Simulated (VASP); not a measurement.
# SnO (P4/nmm) in VASP: a series of runs

SnO is run at these levels: r2SCAN; tasks: single point.

Everything below comes from runs of VASP 6.6.1. Logs are shortened: lines on timing, memory, paths and dates and some standing lists are left out, and cuts for length are marked.

### 1 The cell of the first run

It takes space group P4/nmm (No. 129, tetragonal). Conventional cell: a = 3.831 Å, b = 3.831 Å, c = 4.806 Å, α = 90.00°, β = 90.00°, γ = 90.00°. Within 2.9 Å of Sn (site symmetry 4mm) lie 4 O at 2.23 Å. Within 2.9 Å of O (site symmetry -4m2) lie 4 Sn at 2.23 Å and 4 O at 2.71 Å.

### 2 Single point, r2SCAN, non-collinear spin, zero start, spin-orbit coupling (strain +1.0%)

The input, POSCAR:

```
SnO
1.0
    3.8305139423      0.0000000000      0.0000000000
    0.0000000000      3.8305139423      0.0000000000
    0.0000000000      0.0000000000      4.8059711001
Sn O
2 2
Direct
    0.0000000000      0.5000000000      0.2364286208
    0.5000000000      0.0000000000      0.7635713792
    0.5000000000      0.5000000000      0.0000000000
    0.0000000000      0.0000000000      0.0000000000
```

The input, INCAR.step1:

```
PREC = Accurate ; ENCUT = 660
ISMEAR = -1 ; SIGMA = 0.02
LREAL = False ; LASPH = True
NELM = 200 ; MAGMOM = 0 0 0 0 0 0 0 0 0 0 0 0
LSORBIT = True ; GGA_COMPAT = False
NBANDS = 54 ; GGA = PE
ALGO = Normal ; EDIFF = 1E-5
LWAVE = True ; LCHARG = False
KPAR = 4
```

The input, INCAR.step2:

```
PREC = Accurate ; ENCUT = 660
EDIFF = 1E-6 ; ISMEAR = -1
SIGMA = 0.02 ; LREAL = False
LASPH = True ; NELM = 200
ALGO = Normal ; ISIF = 2
LWAVE = False ; LCHARG = True
MAGMOM = 0 0 0 0 0 0 0 0 0 0 0 0 ; LORBIT = 11
LSORBIT = True ; GGA_COMPAT = False
LORBMOM = True ; METAGGA = R2SCAN
LMIXTAU = True ; LVHAR = True
NBANDS = 54 ; ISTART = 1
KPAR = 4
```

The input, KPOINTS:

```
regular mesh
0
Gamma
  6 6 6
```

Potentials or basis: VASP PAW PBE potentials, release 64 (Sn_d, O).

Started as:

```sh
$ cat potpaw_PBE.64/Sn_d/POTCAR potpaw_PBE.64/O/POTCAR > POTCAR
$ cp INCAR.step1 INCAR
$ mpirun -np 4 vasp_ncl > vasp.out
$ cp INCAR.step2 INCAR
$ mpirun -np 4 vasp_ncl > vasp.out
```

OUTCAR:

```text
PREC = Accurate
   ENCUT = 660
   EDIFF = 1E-6
   ISMEAR = -1
   LREAL = False
   LASPH = True
   NELM = 200
   ISIF = 2
   LORBIT = 11
   LSORBIT = True
   METAGGA = R2SCAN
   ISTART = 1

 ion  position               nearest neighbor table
   1  0.000  0.500  0.236-   3 2.23   4 2.23   4 2.23   3 2.23   2 3.54   2 3.54   2 3.54   2 3.54
                             2 3.71   2 3.71   2 3.71   2 3.71
   2  0.500  0.000  0.764-   3 2.23   4 2.23   3 2.23   4 2.23   1 3.54   1 3.54   1 3.54   1 3.54
                             1 3.71   1 3.71   1 3.71   1 3.71
   3  0.500  0.500  0.000-   1 2.23   2 2.23   2 2.23   1 2.23
   4  0.000  0.000  0.000-   1 2.23   2 2.23   1 2.23   2 2.23

  LATTYP: Found a simple tetragonal cell.
 ALAT       =     3.8305139423
 C/A-ratio  =     1.2546543812

  Lattice vectors:

 A1 = (   3.8305139423,   0.0000000000,   0.0000000000)
 A2 = (   0.0000000000,   3.8305139423,   0.0000000000)
 A3 = (   0.0000000000,   0.0000000000,   4.8059711001)

Analysis of symmetry for initial positions (statically):
=====================================================================
 Subroutine PRICEL returns:
 Original cell was already a primitive cell.

 Routine SETGRP: Setting up the symmetry group for a
 simple tetragonal supercell.

 Subroutine GETGRP returns: Found 16 space group operations
 (whereof  8 operations were pure point group operations)
 out of a pool of 16 trial point group operations.

The static configuration has the point symmetry D_2d.
 The point group associated with its full space group is D_4h.

Analysis of symmetry for dynamics (positions and initial velocities):
=====================================================================
 Subroutine PRICEL returns:
 Original cell was already a primitive cell.

 Routine SETGRP: Setting up the symmetry group for a
 simple tetragonal supercell.

 Subroutine GETGRP returns: Found 16 space group operations
 (whereof  8 operations were pure point group operations)
 out of a pool of 16 trial point group operations.

The dynamic configuration has the point symmetry D_2d.
 The point group associated with its full space group is D_4h.

Analysis of structural, dynamic, and magnetic symmetry:
=====================================================================
 Subroutine PRICEL returns:
 Original cell was already a primitive cell.

 Routine SETGRP: Setting up the symmetry group for a
 simple tetragonal supercell.

 Subroutine GETGRP returns: Found 16 space group operations
 (whereof  8 operations were pure point group operations)
 out of a pool of 16 trial point group operations.

The overall configuration has the point symmetry D_2d.
 The point group associated with its full space group is D_4h.

 Subroutine INISYM returns: Found 16 space group operations
 (whereof  8 operations are pure point group operations),
 and found     1 'primitive' translations

----------------------------------------------------------------------------------------

                                     Primitive cell

  volume of cell :      70.5172

  direct lattice vectors                    reciprocal lattice vectors
     3.830513942  0.000000000  0.000000000     0.261061574  0.000000000  0.000000000
     0.000000000  3.830513942  0.000000000     0.000000000  0.261061574  0.000000000
     0.000000000  0.000000000  4.805971100     0.000000000  0.000000000  0.208074493

  length of vectors
     3.830513942  3.830513942  4.805971100     0.261061574  0.261061574  0.208074493

  position of ions in fractional coordinates (direct lattice)
     0.000000000  0.500000000  0.236428621
     0.500000000  0.000000000  0.763571379
     0.500000000  0.500000000  0.000000000
     0.000000000  0.000000000  0.000000000

  ion indices of the primitive-cell ions
   primitive index   ion index
                 1           1
                 2           2
                 3           3
                 4           4

----------------------------------------------------------------------------------------

 KPOINTS: regular mesh
[... 114 lines left out ...]
  free energy    TOTEN  =       -66.98519088 eV

  energy without entropy =      -66.98518917  energy(sigma->0) =      -66.98519003

 E-fermi :   7.1516     XC(G=0): -10.8970

 val. band max:        6.9999178883   @ k =   0.0000   0.0000   0.0000
 cond. band min:       7.3169056840   @ k =   0.5000   0.5000   0.0000
 fundamental gap:      0.3169877957
 Fermi energy:         7.1516234229

 k-point     1 :       0.0000    0.0000    0.0000
  band No.  band energies     occupation
      1     -16.1553      1.00000
      2     -16.1553      1.00000
      3     -15.9096      1.00000
      4     -15.9096      1.00000
      5     -15.8838      1.00000
      6     -15.8838      1.00000
[... 1309 lines left out ...]
     51      13.8106      0.00000
     52      13.8106      0.00000

 [... further k-points ...]

 [bands above 52 left out]

------------------------ aborting loop because EDIFF is reached ----------------------------------------

  FORCE on cell =-STRESS in cart. coord.  units (eV):
  Direction    XX          YY          ZZ          XY          YZ          ZX
  --------------------------------------------------------------------------------------
  -------------------------------------------------------------------------------------
  Total       -0.1675038     -0.1675038      0.4561777      0.0000000     -0.0000000      0.0000000
  in kB       -3.8057488     -3.8057488     10.3645244      0.0000000     -0.0000000      0.0000000
  external PRESSURE =       0.9176756 kB  Pullay stress =       0.0000000 kB

 VOLUME and BASIS-vectors are now :
 -----------------------------------------------------------------------------
  energy-cutoff  :      660.00
  volume of cell :       70.52
      direct lattice vectors                 reciprocal lattice vectors
     3.830513942  0.000000000  0.000000000     0.261061574  0.000000000  0.000000000
     0.000000000  3.830513942  0.000000000     0.000000000  0.261061574  0.000000000
     0.000000000  0.000000000  4.805971100     0.000000000  0.000000000  0.208074493

 POSITION                                       TOTAL-FORCE (eV/Angst)
 -----------------------------------------------------------------------------------
      0.00000      1.91526      1.13627         0.000000      0.000000      0.123661
      1.91526      0.00000      3.66970         0.000000      0.000000     -0.123661
      1.91526      1.91526      0.00000         0.000000      0.000000     -0.000000
      0.00000      0.00000      0.00000         0.000000     -0.000000     -0.000000
 -----------------------------------------------------------------------------------
    total drift:                                0.000000     -0.000000     -0.000000

  FREE ENERGIE OF THE ION-ELECTRON SYSTEM (eV)
  ---------------------------------------------------
  free  energy   TOTEN  =       -66.9851908821 eV

  energy  without entropy=      -66.9851891718  energy(sigma->0) =      -66.98519003

 orbital moment (x)

 # of ion     p       d       tot
 ----------------------------------------
  1         0.000  -0.000  -0.000
  2         0.000  -0.000  -0.000
  3        -0.000   0.000  -0.000
  4         0.000   0.000   0.000
 ----------------------------------------
           -0.000  -0.000  -0.000

 orbital moment (y)

 # of ion     p       d       tot
 ----------------------------------------
  1        -0.000  -0.000  -0.000
  2         0.000   0.000   0.000
  3         0.000   0.000   0.000
  4         0.000   0.000   0.000
 ----------------------------------------
            0.000  -0.000   0.000

 orbital moment (z)

 # of ion     p       d       tot
 ----------------------------------------
  1         0.000  -0.000  -0.000
  2         0.000  -0.000  -0.000
  3         0.000   0.000   0.000
  4        -0.000   0.000  -0.000
 ----------------------------------------
           -0.000  -0.000  -0.000

 Spin-Orbit-Coupling matrix elements

 Ion:    1  E_soc:     -0.0721825
 l=   1
     0.0000000    -0.0068657    -0.0048782
    -0.0068657     0.0000000    -0.0068657
    -0.0048782    -0.0068657     0.0000000
 l=   2
     0.0000000    -0.0011740     0.0000000    -0.0011740    -0.0045968
    -0.0011740     0.0000000    -0.0035540    -0.0011436    -0.0011426
     0.0000000    -0.0035540     0.0000000    -0.0035540     0.0000000
    -0.0011740    -0.0011436    -0.0035540     0.0000000    -0.0011426
    -0.0045968    -0.0011426     0.0000000    -0.0011426     0.0000000
 l=   3
     0.0000000     0.0000000     0.0000000     0.0000000     0.0000000     0.0000000     0.0000000
     0.0000000     0.0000000     0.0000000     0.0000000     0.0000000     0.0000000     0.0000000
     0.0000000     0.0000000     0.0000000     0.0000000     0.0000000     0.0000000     0.0000000
     0.0000000     0.0000000     0.0000000     0.0000000     0.0000000     0.0000000     0.0000000
[... 49 lines left out ...]
 l=   2
     0.0000000     0.0000000     0.0000000     0.0000000     0.0000000
     0.0000000     0.0000000     0.0000000     0.0000000     0.0000000
     0.0000000     0.0000000     0.0000000     0.0000000     0.0000000
     0.0000000     0.0000000     0.0000000     0.0000000     0.0000000
     0.0000000     0.0000000     0.0000000     0.0000000     0.0000000
 l=   3
     0.0000000     0.0000000     0.0000000     0.0000000     0.0000000     0.0000000     0.0000000
     0.0000000     0.0000000     0.0000000     0.0000000     0.0000000     0.0000000     0.0000000
     0.0000000     0.0000000     0.0000000     0.0000000     0.0000000     0.0000000     0.0000000
     0.0000000     0.0000000     0.0000000     0.0000000     0.0000000     0.0000000     0.0000000
     0.0000000     0.0000000     0.0000000     0.0000000     0.0000000     0.0000000     0.0000000
     0.0000000     0.0000000     0.0000000     0.0000000     0.0000000     0.0000000     0.0000000
     0.0000000     0.0000000     0.0000000     0.0000000     0.0000000     0.0000000     0.0000000

 total charge

# of ion       s       p       d       tot
------------------------------------------
    1        1.223   0.809  10.076  12.107
    2        1.223   0.809  10.076  12.107
    3        1.574   3.471   0.000   5.045
    4        1.574   3.471   0.000   5.045
--------------------------------------------------
tot          5.594   8.559  20.152  34.305

 magnetization (x)

# of ion       s       p       d       tot
------------------------------------------
    1        0.000   0.000   0.000   0.000
    2        0.000   0.000   0.000   0.000
    3       -0.000   0.000   0.000  -0.000
    4       -0.000   0.000   0.000  -0.000
--------------------------------------------------
tot         -0.000   0.000   0.000  -0.000

 magnetization (y)

# of ion       s       p       d       tot
------------------------------------------
    1        0.000   0.000  -0.000  -0.000
    2        0.000   0.000   0.000   0.000
    3        0.000  -0.000   0.000  -0.000
    4        0.000  -0.000   0.000  -0.000
--------------------------------------------------
tot          0.000  -0.000  -0.000  -0.000

 magnetization (z)

# of ion       s       p       d       tot
------------------------------------------
    1        0.000   0.000   0.000   0.000
    2        0.000   0.000   0.000   0.000
    3        0.000   0.000   0.000   0.000
    4        0.000   0.000   0.000   0.000
--------------------------------------------------
tot          0.000   0.000   0.000   0.000
```

Wall time 16 min (4 MPI ranks of Oxide Virtual Turin-like, shared host); peak memory 0.63 GiB.

What came out:

```
Free energy                                           : -66.9852 eV
Pressure                                              : 0.1 GPa
Largest force                                         : 0.124 eV/Å
Net moment                                            : 0.00 μB per cell
Valence electrons inside the program's atomic spheres : Sn 12.11; O 5.04
```

Forces in eV/Å, atoms in the order of the input:
```
Sn   0.000  0.000  0.124
Sn   0.000  0.000 -0.124
O    0.000  0.000  0.000
O    0.000  0.000  0.000
```

Moments on the atoms (μB; x, y, z):
```
Sn  0.00 0.00 0.00
Sn  0.00 0.00 0.00
O   0.00 0.00 0.00
O   0.00 0.00 0.00
```

Caveat: the cell differs from its parent crystal (strain +1.0%); the PAW data sets were made with another functional, which shifts forces and pressure a little.

### 3 Single point, r2SCAN, non-collinear spin, zero start, spin-orbit coupling (strain -2.0%)

The input, POSCAR:

```
SnO
1.0
    3.7167363005      0.0000000000      0.0000000000
    0.0000000000      3.7167363005      0.0000000000
    0.0000000000      0.0000000000      4.6632194833
Sn O
2 2
Direct
    0.0000000000      0.5000000000      0.2499927961
    0.5000000000      0.0000000000      0.7500072039
    0.5000000000      0.5000000000      0.0000000000
    0.0000000000      0.0000000000      0.0000000000
```

The input, INCAR.step1:

```
PREC     = Accurate       # precision mode
ENCUT    = 660            # plane-wave cutoff, eV
ISMEAR   = -1             # smearing method
SIGMA    = 0.02           # smearing width, eV
LREAL    = False          # projectors in reciprocal space
LASPH    = True           # aspherical terms in the spheres
NELM     = 200            # most SCF steps
MAGMOM   = 0 0 0 0 0 0 0 0 0 0 0 0 # initial moments
LSORBIT  = True           # spin-orbit coupling
GGA_COMPAT= False        
NBANDS   = 54             # bands
GGA      = PE             # functional
ALGO     = Normal         # electronic algorithm
EDIFF    = 1E-5           # SCF threshold, eV
LWAVE    = True           # write WAVECAR
LCHARG   = False          # write CHGCAR
```

The input, INCAR.step2:

```
PREC     = Accurate       # precision mode
ENCUT    = 660            # plane-wave cutoff, eV
EDIFF    = 1E-6           # SCF threshold, eV
ISMEAR   = -1             # smearing method
SIGMA    = 0.02           # smearing width, eV
LREAL    = False          # projectors in reciprocal space
LASPH    = True           # aspherical terms in the spheres
NELM     = 200            # most SCF steps
ALGO     = Normal         # electronic algorithm
ISIF     = 2              # what is computed and relaxed
LWAVE    = False          # write WAVECAR
LCHARG   = True           # write CHGCAR
MAGMOM   = 0 0 0 0 0 0 0 0 0 0 0 0 # initial moments
LORBIT   = 11             # projections on sites
LSORBIT  = True           # spin-orbit coupling
GGA_COMPAT= False        
LORBMOM  = True         
METAGGA  = R2SCAN         # meta-GGA
LMIXTAU  = True         
LVHAR    = True         
NBANDS   = 54             # bands
ISTART   = 1
```

KPOINTS is that of step 2.

Potentials or basis: VASP PAW PBE potentials, release 64 (Sn_d, O).

Started as:

```sh
$ cat potpaw_PBE.64/Sn_d/POTCAR potpaw_PBE.64/O/POTCAR > POTCAR
$ cp INCAR.step1 INCAR
$ mpirun -np 1 vasp_ncl > vasp.out
$ cp INCAR.step2 INCAR
$ mpirun -np 1 vasp_ncl > vasp.out
```

It took 32 min on 1 thread of Oxide Virtual Turin-like, shared host; peak memory 0.57 GiB.

It converged, with:

```yaml
Free_energy: -66.8914 eV
Pressure: 5.7 GPa
Largest_force: 0.134 eV/Å
Net_moment: 0.00 μB per cell
Valence_electrons_inside_the_program's_atomic_spheres: Sn 12.17; O 5.07
```

Forces in eV/Å, atoms in the order of the input:
```
Sn   0.000  0.000  0.134
Sn   0.000  0.000 -0.134
O    0.000  0.000  0.000
O    0.000  0.000  0.000
```

Stress tensor (GPa, compression positive):
```
6.75 0.00 0.00
0.00 6.75 0.00
0.00 0.00 3.59
```

Moments on the atoms (μB; x, y, z):
```
Sn  0.00 0.00 0.00
Sn  0.00 0.00 0.00
O   0.00 0.00 0.00
O   0.00 0.00 0.00
```

Caveat: the cell differs from its parent crystal (strain -2.0%); the cell stands under pressure; the PAW data sets were made with another functional, which shifts forces and pressure a little.
